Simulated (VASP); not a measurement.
# TlCrF4 (I4/mmm) in VASP: relaxation of cell and atoms with PBE

Aim: the relaxation of cell and atoms of TlCrF4 with PBE.

All numbers are computed with VASP 6.6.1; they aren't measurements. Logs are shortened: lines on timing, memory, paths and dates and some standing lists are left out, and cuts for length are marked.

## (1) The cell of the first run

It takes space group I4/mmm (No. 139, tetragonal). Conventional cell: a = 6.111 Å, b = 6.111 Å, c = 5.027 Å, α = 90.00°, β = 90.00°, γ = 90.00°. Cr (site symmetry 4/mmm) has 2 Tl at 2.51 Å and 16 F at 3.17 to 3.26 Å within 3.3 Å. Within 2.6 Å of Tl (site symmetry 4/mmm) lie 4 F at 1.93 Å and 2 Cr at 2.51 Å. Within 2.6 Å of F (site symmetry m2m) lie 1 Tl at 1.93 Å and 1 F at 2.26 Å.

The cell was generated, and may not be a known phase.

## (2) Relaxation of cell and atoms, PBE, collinear spin, ferromagnetic start

INCAR reads:

```
PREC = Accurate
ENCUT = 700
EDIFF = 1E-7
ISMEAR = 0
SIGMA = 0.15
LREAL = False
LASPH = True
NELM = 200
ALGO = Normal
ISIF = 3
LWAVE = False
LCHARG = False
ISPIN = 2
MAGMOM = 3 0 0 0 0 0
LORBIT = 11
LMAXMIX = 4
GGA = PE
IBRION = 2
NSW = 36
EDIFFG = -0.08
GGA_COMPAT = False
NELMIN = 4
```

KPOINTS reads:

```
regular mesh
0
Gamma
  3 3 3
```

POSCAR reads:

```
TlCrF4
1.0
   -3.0553768200      3.0553768200      2.5135615300
    3.0553768200     -3.0553768200      2.5135615300
    3.0553768200      3.0553768200     -2.5135615300
Cr Tl F
1 1 4
Direct
    0.5000000000      0.5000000000      0.0000000000
    0.0000000000      0.0000000000      0.0000000000
    0.0000000000      0.3152448500      0.3152448500
    0.0000000000      0.6847551500      0.6847551500
    0.3152448500      0.0000000000      0.3152448500
    0.6847551500      0.0000000000      0.6847551500
```

Potentials or basis: VASP PAW PBE potentials, release 64 (Cr_sv, Tl_d, F).

Launch:

```bash
> cat potpaw_PBE.64/Cr_sv/POTCAR potpaw_PBE.64/Tl_d/POTCAR potpaw_PBE.64/F/POTCAR > POTCAR
> mpirun -np 1 vasp_std > vasp.out
```

OUTCAR:

```text
PREC = Accurate
   ENCUT = 700
   EDIFF = 1E-7
   ISMEAR = 0
   LREAL = False
   LASPH = True
   NELM = 200
   ISIF = 3
   ISPIN = 2
   LORBIT = 11
   GGA = PE
   IBRION = 2
   NSW = 36
   EDIFFG = -0.08
   NELMIN = 4

 ion  position               nearest neighbor table
   1  0.500  0.500  0.000-   2 2.51   2 2.51
   2  0.000  0.000  0.000-   3 1.93   4 1.93   5 1.93   6 1.93   1 2.51   1 2.51
   3  0.000  0.315  0.315-   2 1.93
   4  0.000  0.685  0.685-   2 1.93
   5  0.315  0.000  0.315-   2 1.93
   6  0.685  0.000  0.685-   2 1.93

  LATTYP: Found a body centered tetragonal cell.
 ALAT       =     6.1107536400
 C/A-ratio  =     0.8226682593

  Lattice vectors:

 A1 = (  -3.0553768200,   3.0553768200,   2.5135615300)
 A2 = (   3.0553768200,  -3.0553768200,   2.5135615300)
 A3 = (   3.0553768200,   3.0553768200,  -2.5135615300)

Analysis of symmetry for initial positions (statically):
=====================================================================
 Subroutine PRICEL returns:
 Original cell was already a primitive cell.

 Routine SETGRP: Setting up the symmetry group for a
 body centered tetragonal supercell.

 Subroutine GETGRP returns: Found 16 space group operations
 (whereof 16 operations were pure point group operations)
 out of a pool of 16 trial point group operations.

The static configuration has the point symmetry D_4h.

Analysis of symmetry for dynamics (positions and initial velocities):
=====================================================================
 Subroutine PRICEL returns:
 Original cell was already a primitive cell.

 Routine SETGRP: Setting up the symmetry group for a
 body centered tetragonal supercell.

 Subroutine GETGRP returns: Found 16 space group operations
 (whereof 16 operations were pure point group operations)
 out of a pool of 16 trial point group operations.

The dynamic configuration has the point symmetry D_4h.

Analysis of structural, dynamic, and magnetic symmetry:
=====================================================================
 Subroutine PRICEL returns:
 Original cell was already a primitive cell.

 Routine SETGRP: Setting up the symmetry group for a
 body centered tetragonal supercell.

 Subroutine GETGRP returns: Found 16 space group operations
 (whereof 16 operations were pure point group operations)
 out of a pool of 16 trial point group operations.

The overall configuration has the point symmetry D_4h.

 Subroutine INISYM returns: Found 16 space group operations
 (whereof 16 operations are pure point group operations),
 and found     1 'primitive' translations

----------------------------------------------------------------------------------------

                                     Primitive cell

  volume of cell :      93.8597

  direct lattice vectors                    reciprocal lattice vectors
    -3.055376820  3.055376820  2.513561530     0.000000000  0.163645936  0.198920931
     3.055376820 -3.055376820  2.513561530     0.163645936  0.000000000  0.198920931
     3.055376820  3.055376820 -2.513561530     0.163645936  0.163645936  0.000000000

  length of vectors
     4.998864530  4.998864530  4.998864530     0.257584024  0.257584024  0.231430302

  position of ions in fractional coordinates (direct lattice)
     0.500000000  0.500000000  0.000000000
     0.000000000  0.000000000  0.000000000
     0.000000000  0.315244850  0.315244850
     0.000000000  0.684755150  0.684755150
     0.315244850  0.000000000  0.315244850
     0.684755150  0.000000000  0.684755150

  ion indices of the primitive-cell ions
   primitive index   ion index
                 1           1
                 2           2
                 3           3
                 4           4
                 5           5
                 6           6

----------------------------------------------------------------------------------------

 KPOINTS: regular mesh

[... 24 lines left out ...]
  0.000000  0.000000  0.000000      1.000000
  0.333333 -0.000000  0.000000      8.000000
  0.333333  0.333333  0.000000      8.000000
 -0.333333  0.333333  0.000000      4.000000
 -0.333333  0.333333  0.333333      4.000000
 -0.333333 -0.333333  0.333333      2.000000
   k-points           NKPTS =      6   k-points in BZ     NKDIM =      6   number of bands    NBANDS=     35
   number of dos      NEDOS =    301   number of ions     NIONS =      6
   total plane-waves  NPLWV = 110592
   dimension x,y,z NGX =    48 NGY =   48 NGZ =   48
   dimension x,y,z NGXF=    96 NGYF=   96 NGZF=   96
   ions per type =               1   1   4
   NGX,Y,Z   is equivalent  to a cutoff of  15.96, 15.96, 15.96 a.u.
   NGXF,Y,Z  is equivalent  to a cutoff of  31.93, 31.93, 31.93 a.u.
 SYSTEM =  unknown system
   PREC   = accura    normal or accurate (medium, high low for compatibility)
   ISTART =      0    job   : 0-new  1-cont  2-samecut
   ICHARG =      2    charge: 1-file 2-atom 10-const
   ISPIN  =      2    spin polarized calculation?
   LNONCOLLINEAR =      F non collinear calculations
   LSORBIT =      F    spin-orbit coupling
   LASPH  =      T    aspherical Exc in radial PAW
   ENCUT  =  700.0 eV  51.45 Ry    7.17 a.u.  10.78 10.78 10.78*2*pi/ulx,y,z
   NELM   =    200;   NELMIN=  4; NELMDL= -5     # of ELM steps
   EDIFF  = 0.1E-06   stopping-criterion for ELM
   LREAL  =      F    real-space projection
   EDIFFG = -.8E-01   stopping-criterion for IOM
   NSW    =     36    number of steps for IOM
   IBRION =      2    ionic relax: 0-MD 1-quasi-New 2-CG
   NFREE  =      1    steps in history (QN), initial steepest desc. (CG)
   ISIF   =      3    stress and relaxation
   ISYM   =      2    0-nonsym 1-usesym 2-fastsym
   POTIM  = 0.5000    time-step for ionic-motion
   TEBEG  =    0.0;   TEEND  =   0.0 temperature during run
   PSTRESS=    0.0 pullay stress
   NELECT =      55.0000    total number of electrons
   NUPDOWN=      -1.0000    fix difference up-down
   EMIN   =  10.00;   EMAX   =-10.00  energy-range for DOS
   EFERMI =   0.00;   METHOD = LEGACY
   ISMEAR =     0;   SIGMA  =   0.15  broadening in eV -4-tet -1-fermi 0-gaus
   EFERMI_NEDOS =   21; number of points for ismear=-14 and -15
   IALGO  =     38    algorithm
   IMIX   =      4    mixing-type and parameters
     AMIX     =   0.40;   BMIX     =  1.00
     AMIX_MAG =   1.60;   BMIX_MAG =  1.00
  volume/ion in A,a.u.               =      15.64       105.57
  Fermi-wavevector in a.u.,A,eV,Ry     =   1.369944  2.588818 25.534674  1.876746
  Thomas-Fermi vector in A             =   2.495774
   LORBIT       =     11    0 simple, 1 ext, 2 COOP (PROOUT), +10 PAW based schemes
   GGA     = PE    functional components
   LHFCALC =     F    Hartree Fock is set to
   AEXX    =    0.0000 exact exchange contribution
   IVDW    =     0    specifies the selected vdW correction
   LEPSILON=     F    determine dielectric tensor
   LRPA    =     F    only Hartree local field effects (RPA)
 conjugate gradient relaxation of ions
 spin polarized calculation
 Gauss-broadening in eV      SIGMA  =   0.15
  energy-cutoff  :      700.00
  volume of cell :       93.86
 maximum number of plane-waves:      3975
 NGX is ok and might be reduce to    48
   NGX = 21   NGY = 21   NGZ = 21

--------------------------------------- Ionic step        1  -------------------------------------------

 number of electron      55.0000002 magnetization       5.0003222

 Free energy of the ion-electron system (eV)
  ---------------------------------------------------
  ext. energy  EPLUGINS =         0.00000000
  ---------------------------------------------------
  free energy    TOTEN  =       -21.21467461 eV

  energy without entropy =      -21.20539366  energy(sigma->0) =      -21.21003413

------------------------ aborting loop because EDIFF is reached ----------------------------------------

  FORCE on cell =-STRESS in cart. coord.  units (eV):
  Direction    XX          YY          ZZ          XY          YZ          ZX
  --------------------------------------------------------------------------------------
  -------------------------------------------------------------------------------------
  Total       16.4479663     16.4479663     12.8834768      0.0000000      0.0000000      0.0000000
  in kB      280.7654856    280.7654856    219.9199310      0.0000000      0.0000000      0.0000000
  external PRESSURE =     260.4836340 kB  Pullay stress =       0.0000000 kB
[... 105 lines left out ...]
  FREE ENERGIE OF THE ION-ELECTRON SYSTEM (eV)
  ---------------------------------------------------
  free  energy   TOTEN  =       -19.0591409014 eV

  energy  without entropy=      -18.7516482545  energy(sigma->0) =      -18.90539458

[... ionic steps 4 to 9 ...]

--------------------------------------- Ionic step       10  -------------------------------------------

 number of electron      54.9999988 magnetization      -4.9933231

 E-fermi :   0.3017     XC(G=0):  -7.9097

 val. band max:        0.1520760394   @ k =   0.0000   0.0000   0.0000
 cond. band min:       0.4437833840   @ k =   0.0000   0.0000   0.0000
 fundamental gap:      0.2917073446
 Fermi energy:         0.3016552865

 spin component 1

 k-point     1 :       0.0000    0.0000    0.0000
  band No.  band energies     occupation
      1     -67.2128      1.00000
      2     -39.0432      1.00000
      3     -38.5353      1.00000
      4     -38.5353      1.00000
      5     -21.7881      1.00000
      6     -21.5436      1.00000
[... 527 lines left out ...]
--------------------------------------- Ionic step       12  -------------------------------------------

 number of electron      55.0000018 magnetization      -4.9847748

 Free energy of the ion-electron system (eV)
  ---------------------------------------------------
  ext. energy  EPLUGINS =         0.00000000
  ---------------------------------------------------
  free energy    TOTEN  =       -23.49679899 eV

  energy without entropy =      -23.48469730  energy(sigma->0) =      -23.49074814

 E-fermi :  -0.1475     XC(G=0):  -7.6184

 val. band max:       -0.2865134677   @ k =   0.0000   0.0000   0.0000
 cond. band min:      -0.0603527824   @ k =   0.0000   0.0000   0.0000
 fundamental gap:      0.2261606853
 Fermi energy:        -0.1475482677

 spin component 1

 k-point     1 :       0.0000    0.0000    0.0000
  band No.  band energies     occupation
      1     -67.6390      1.00000
      2     -39.4514      1.00000
      3     -38.9690      1.00000
      4     -38.9690      1.00000
      5     -21.9693      1.00000
      6     -21.7601      1.00000
[... 481 lines left out ...]
  FREE ENERGIE OF THE ION-ELECTRON SYSTEM (eV)
  ---------------------------------------------------
  free  energy   TOTEN  =       -23.4967989881 eV

  energy  without entropy=      -23.4846972960  energy(sigma->0) =      -23.49074814

 reached required accuracy - stopping structural energy minimisation

 total charge

# of ion       s       p       d       tot
------------------------------------------
    1        2.018   5.895   3.941  11.855
    2        0.840   0.503   9.831  11.173
    3        1.749   4.264   0.000   6.013
    4        1.749   4.264   0.000   6.013
    5        1.749   4.264   0.000   6.013
    6        1.749   4.264   0.000   6.013
--------------------------------------------------
tot          9.856  23.453  13.772  47.081

 magnetization (x)

# of ion       s       p       d       tot
------------------------------------------
    1       -0.024  -0.008  -3.929  -3.961
    2        0.002  -0.021  -0.012  -0.031
    3       -0.001  -0.015   0.000  -0.015
    4       -0.001  -0.015   0.000  -0.015
    5       -0.001  -0.015   0.000  -0.015
    6       -0.001  -0.015   0.000  -0.015
--------------------------------------------------
tot         -0.025  -0.087  -3.941  -4.053
```

Wall time 50 min (1 thread of Intel Xeon Platinum 8259CL at 2.50GHz (Skylake/Cascade Lake), shared host); peak memory 0.46 GiB.

What came out:

- Free energy: -23.4968 eV
- Relaxed volume: 22.55 Å³/atom
- Relaxed cell: a = 5.602 Å, b = 5.602 Å, c = 5.602 Å, α = 109.00°, β = 109.00°, γ = 110.41°
- Space group after relaxing (to 0.1 Å): I4/mmm (No. 139)
- Energy gained by relaxing: 380.4 meV/atom
- Ionic steps: 12
- Pressure after relaxing: -0.1 GPa
- Largest force after relaxing: 0.010 eV/Å
- Band gap on the k mesh: 0.05 eV (least direct gap 0.06 eV)
- Net moment: -4.98 μB per cell
- Site moments: Cr -3.96; Tl -0.03; F -0.01 μB
- Valence electrons inside the program's atomic spheres: Cr 11.86; Tl 11.17; F 6.01

Forces on the atoms (eV/Å):
```
Cr   0.000  0.000  0.000
Tl   0.000  0.000  0.000
F    0.010  0.000  0.000
F   -0.010  0.000  0.000
F    0.000  0.010  0.000
F    0.000 -0.010  0.000
```

Step by step:
```tsv
step	energy change (eV)	largest force (eV/Å)	pressure (GPa)	volume (Å³)
1	0.0000	3.5764	26.05	93.86
2	2.9259	1.7273	-6.34	132.79
3	2.1555	1.4580	-3.83	120.61
4	1.8991	1.0368	-1.31	114.46
5	1.8222	0.3471	2.53	108.41
6	1.8192	0.5025	1.68	109.54
7	1.1205	0.2193	1.56	113.63
8	-2.1430	0.1180	2.25	120.48
9	-2.0809	1.5033	4.20	133.93
10	-2.2034	0.6726	2.94	126.46
11	-2.2804	0.0790	-0.54	136.67
12	-2.2821	0.0097	-0.14	135.29
```

Final structure:
```
Cr Tl F
1.0
    -3.25290    3.25290    3.19641
     3.25290   -3.25290    3.19641
     3.25290    3.25290   -3.19641
Cr Tl F
1 1 4
Direct
  0.50000 0.50000 0.00000
  0.00000 0.00000 0.00000
  0.00000 0.32060 0.32060
  0.00000 0.67940 0.67940
  0.32060 0.00000 0.32060
  0.67940 0.00000 0.67940
```

Caveat: the k points lie up to 0.46 Å⁻¹ apart in the final cell; the volume moved by over 15 % at a fixed basis, so the end points are rough; the smearing spreads over this small gap; spin-orbit coupling is left out, which moves the levels of the heavy elements; a cell with one magnetic atom can't hold antiferromagnetic order, which such compounds often take.

The gap in the log of VASP goes by the Fermi energy; the results here count the filled bands.